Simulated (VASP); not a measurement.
Input of a VASP 6.6.1 run:

File INCAR:

```
SYSTEM = B47N48
  PREC = Accurate
  ENCUT = 520
  EDIFF = 1E-6
  ISMEAR = -1
  SIGMA = 0.05
  LREAL = Auto
  LASPH = .True.
  NELM = 120
  ALGO = Normal
  ISIF = 2
  LWAVE = .False.
  LCHARG = .False.
  GGA = PS
  NBANDS = 244
  NELECT = 384.0
  ISYM = -1
  GGA_COMPAT = .False.
```

Contents of KPOINTS:

```
explicit points
1
Reciprocal
  0.25000000   0.25000000   0.25000000 1
```

File POSCAR:

```
B47N48
1.0
    7.6229900000      0.0000000000      0.0000000000
    0.0000000000      8.8022710000      0.0000000000
    0.0000000000      0.0000000000      8.4065820000
B N
47 48
Direct
    0.0000430000      0.1671000000      0.0003930000
    0.0000150000      0.1676230000      0.4983380000
    0.3332390000      0.1672930000      0.0015240000
    0.3336920000      0.1724250000      0.4974160000
    0.1672180000      0.4158270000      0.0016030000
    0.1726850000      0.4130890000      0.4973980000
    0.0000670000      0.6655270000      0.9997040000
    0.0000670000      0.6639930000      0.4983740000
    0.6668670000      0.1672800000      0.0015460000
    0.6664080000      0.1724190000      0.4973750000
    0.5000430000      0.4165480000      0.0044870000
    0.3340840000      0.6663580000      0.0013280000
    0.3389030000      0.6640330000      0.4973520000
    0.1667850000      0.9167330000      0.9997380000
    0.1658610000      0.9168400000      0.4988760000
    0.8329150000      0.4158300000      0.0015990000
    0.8274840000      0.4129830000      0.4973890000
    0.6660590000      0.6663610000      0.0013340000
    0.6613480000      0.6639700000      0.4974030000
    0.5000590000      0.9170980000      0.0000040000
    0.5000510000      0.9182650000      0.4983130000
    0.8333190000      0.9167460000      0.9997410000
    0.8342010000      0.9168550000      0.4988660000
    0.1668510000      0.0834620000      0.2513130000
    0.1676910000      0.0844710000      0.7489960000
    0.9999170000      0.3348650000      0.2523940000
    0.0000340000      0.3346660000      0.7488790000
    0.4999420000      0.0835300000      0.2508410000
    0.5000170000      0.0845310000      0.7484480000
    0.3328960000      0.3329850000      0.2575400000
    0.3391050000      0.3363580000      0.7485990000
    0.1673490000      0.5827130000      0.2507210000
    0.1680840000      0.5821960000      0.7481770000
    0.0000010000      0.8324800000      0.2498870000
    0.0000000000      0.8327110000      0.7488680000
    0.8331140000      0.0834570000      0.2513290000
    0.8323120000      0.0844460000      0.7489950000
    0.6669840000      0.3329750000      0.2575540000
    0.6609640000      0.3363210000      0.7486280000
    0.5000010000      0.5839890000      0.2571810000
    0.5000370000      0.5772580000      0.7482820000
    0.3328530000      0.8327560000      0.2510180000
    0.3337300000      0.8318030000      0.7486710000
    0.8326960000      0.5827570000      0.2507230000
    0.8320160000      0.5822140000      0.7481930000
    0.6671370000      0.8327700000      0.2510380000
    0.6663030000      0.8318200000      0.7486890000
    0.0000040000      0.1669580000      0.1873110000
    0.0000620000      0.1668670000      0.6871160000
    0.3333950000      0.1647510000      0.1868450000
    0.3336050000      0.1669260000      0.6873030000
    0.1656890000      0.4174280000      0.1868910000
    0.1674940000      0.4165680000      0.6874770000
    0.0000710000      0.6667650000      0.1866750000
    0.0000880000      0.6662950000      0.6865950000
    0.6666230000      0.1647280000      0.1868510000
    0.6665250000      0.1668710000      0.6872830000
    0.5000340000      0.4167000000      0.1895380000
    0.5000840000      0.4165990000      0.7030440000
    0.3317410000      0.6674070000      0.1866910000
    0.3337110000      0.6662800000      0.6870840000
    0.1661010000      0.9165600000      0.1866000000
    0.1664590000      0.9165030000      0.6871680000
    0.8343390000      0.4174550000      0.1868930000
    0.8326690000      0.4165370000      0.6875150000
    0.6683820000      0.6674230000      0.1867040000
    0.6664590000      0.6663040000      0.6870950000
    0.5000430000      0.9159020000      0.1870100000
    0.5000530000      0.9165070000      0.6867010000
    0.8339950000      0.9165600000      0.1866050000
    0.8336460000      0.9165100000      0.6871780000
    0.1641570000      0.0803950000      0.4373560000
    0.1663040000      0.0830710000      0.9371920000
    0.9998770000      0.3343430000      0.4382510000
    0.0000050000      0.3330530000      0.9374450000
    0.4999280000      0.0838440000      0.4364610000
    0.4999730000      0.0833900000      0.9370220000
    0.3186880000      0.3250730000      0.4313670000
    0.3317250000      0.3322990000      0.9413530000
    0.1673530000      0.5829480000      0.4363110000
    0.1668480000      0.5831010000      0.9368400000
    0.0000050000      0.8312810000      0.4367490000
    0.9999830000      0.8328900000      0.9367240000
    0.8357720000      0.0803850000      0.4373710000
    0.8336690000      0.0830590000      0.9371920000
    0.6812050000      0.3250460000      0.4313770000
    0.6682590000      0.3322550000      0.9413720000
    0.5000750000      0.6002580000      0.4310220000
    0.5000040000      0.5850980000      0.9411550000
    0.3309000000      0.8366300000      0.4371290000
    0.3332450000      0.8336680000      0.9369360000
    0.8327450000      0.5830340000      0.4363100000
    0.8331570000      0.5831080000      0.9368340000
    0.6690780000      0.8367310000      0.4371120000
    0.6667230000      0.8336830000      0.9369490000
```

Potentials or basis: VASP PAW PBE potentials, release 64 (B, N).

The run is started by

```bash
$ cat potpaw_PBE.64/B/POTCAR potpaw_PBE.64/N/POTCAR > POTCAR
$ mpirun -np 1 vasp_std > vasp.out
```

**Question.** Estimate the largest force.

**Answer.** 0.039 eV/Å.

Forces on the atoms (eV/Å):
```
B    0.000  0.000 -0.002
B    0.000  0.000  0.011
B   -0.001 -0.005  0.002
B    0.015 -0.014  0.018
B   -0.004  0.003  0.001
B   -0.003  0.030  0.025
B    0.000  0.007  0.005
B   -0.002  0.000  0.009
B   -0.001 -0.002  0.001
B   -0.012 -0.013  0.021
B    0.001 -0.003 -0.003
B   -0.004 -0.001  0.002
B   -0.024 -0.009  0.019
B   -0.003 -0.001  0.000
B   -0.002 -0.005  0.008
B    0.002 -0.001 -0.001
B    0.005  0.026  0.022
B    0.005  0.001  0.001
B    0.024 -0.005  0.015
B   -0.001 -0.008 -0.002
B    0.001 -0.002  0.007
B    0.004 -0.003  0.003
B    0.004 -0.007  0.010
B    0.000 -0.001  0.001
B   -0.002 -0.004  0.004
B   -0.002 -0.002  0.001
B   -0.001 -0.004  0.007
B    0.002  0.004  0.001
B   -0.003  0.010  0.001
B    0.010  0.006 -0.012
B   -0.015 -0.006 -0.005
B    0.000  0.006  0.006
B    0.004  0.003  0.005
B   -0.001  0.003  0.005
B    0.000 -0.003  0.007
B   -0.003  0.002  0.002
B   -0.001 -0.003  0.004
B   -0.009  0.005 -0.012
B    0.014 -0.007 -0.006
B    0.001 -0.012 -0.016
B    0.000  0.017 -0.005
B   -0.003 -0.004  0.001
B   -0.005  0.001  0.003
B   -0.005  0.005  0.004
B   -0.002  0.000  0.003
B    0.003  0.002  0.001
B    0.001  0.003  0.002
N    0.001  0.000 -0.003
N    0.002  0.000 -0.007
N   -0.001  0.000 -0.004
N   -0.002 -0.008 -0.003
N   -0.001 -0.001 -0.001
N   -0.007 -0.003 -0.003
N    0.002 -0.005  0.000
N    0.001  0.003 -0.004
N    0.001  0.000  0.000
N    0.004  0.000 -0.004
N   -0.001  0.002 -0.005
N   -0.001  0.000 -0.016
N   -0.001  0.006 -0.001
N    0.000  0.004 -0.002
N    0.002 -0.001  0.000
N    0.002  0.003 -0.003
N    0.003  0.000  0.000
N    0.002 -0.001 -0.006
N    0.003  0.000 -0.003
N    0.001  0.003 -0.003
N   -0.001  0.000 -0.004
N    0.002 -0.001 -0.003
N    0.000 -0.002  0.000
N    0.001  0.002 -0.004
N    0.004  0.005  0.000
N    0.000 -0.002 -0.005
N   -0.006  0.003  0.000
N   -0.002  0.001 -0.010
N    0.000 -0.001 -0.003
N    0.002  0.003 -0.005
N    0.020  0.003 -0.005
N    0.006  0.004 -0.009
N   -0.004  0.002 -0.002
N    0.002 -0.001 -0.009
N    0.000 -0.003 -0.002
N    0.001  0.000 -0.002
N   -0.004  0.009 -0.003
N   -0.001  0.000 -0.004
N   -0.014  0.003 -0.007
N   -0.002  0.001 -0.006
N    0.000 -0.023  0.000
N   -0.001 -0.003 -0.007
N   -0.001 -0.002  0.002
N   -0.001  0.000 -0.005
N    0.003 -0.001 -0.002
N   -0.001 -0.001 -0.005
N   -0.001 -0.004  0.002
N    0.000 -0.001 -0.005
```

Caveat: the cell carries a net charge on a neutralising background, which shifts energy and pressure; the PAW data sets were made with another functional, which shifts forces and pressure a little.
